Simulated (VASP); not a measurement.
Here is a VASP 6.6.1 calculation.

Contents of INCAR:

```
PREC     = Accurate       # precision mode
ENCUT    = 520            # plane-wave cutoff, eV
EDIFF    = 1E-6           # SCF threshold, eV
ISMEAR   = 0              # smearing method
SIGMA    = 0.1            # smearing width, eV
LREAL    = F              # projectors in reciprocal space
LASPH    = T              # aspherical terms in the spheres
NELM     = 100            # most SCF steps
ALGO     = Normal         # electronic algorithm
ISIF     = 2              # what is computed and relaxed
LWAVE    = F              # write WAVECAR
LCHARG   = F              # write CHGCAR
GGA      = PE             # functional
IVDW     = 12             # dispersion correction
NBANDS   = 20             # bands
```

Contents of KPOINTS:

```
regular mesh
0
Gamma
  4 4 6
```

Contents of POSCAR:

```
C4F
1.0
    3.0408057800     -3.6466680400      0.0000000000
    3.0408057800      3.6466680400      0.0000000000
    0.0000000000      0.0000000000      2.7708797000
C F
4 1
Direct
    0.7327440800      0.2672559200      0.5000000000
    0.2835574700      0.2835574700      0.0000000000
    0.7164425300      0.7164425300      0.0000000000
    0.2672559200      0.7327440800      0.5000000000
    0.5000000000      0.5000000000      0.5000000000
```

Potentials or basis: VASP PAW PBE potentials, release 64 (C, F).

Launch:

```console
$ cat potpaw_PBE.64/C/POTCAR potpaw_PBE.64/F/POTCAR > POTCAR
$ mpirun -np 1 vasp_std > vasp.out
```

(1) What does it give for the band gap on the k mesh?

(2) Estimate the dispersion energy per atom.

(3) Predict the largest force.

Answers

(1) zero (an odd number of electrons rules out a gap without spin polarisation).

(2) -0.158 eV.

(3) 2.465 eV/Å.

Caveat: the k points lie up to 0.38 Å⁻¹ apart, too coarse for converged energies and pressures of a metal; an odd number of electrons without spin polarisation forces a metal; a magnetic or distorted state may lie lower.
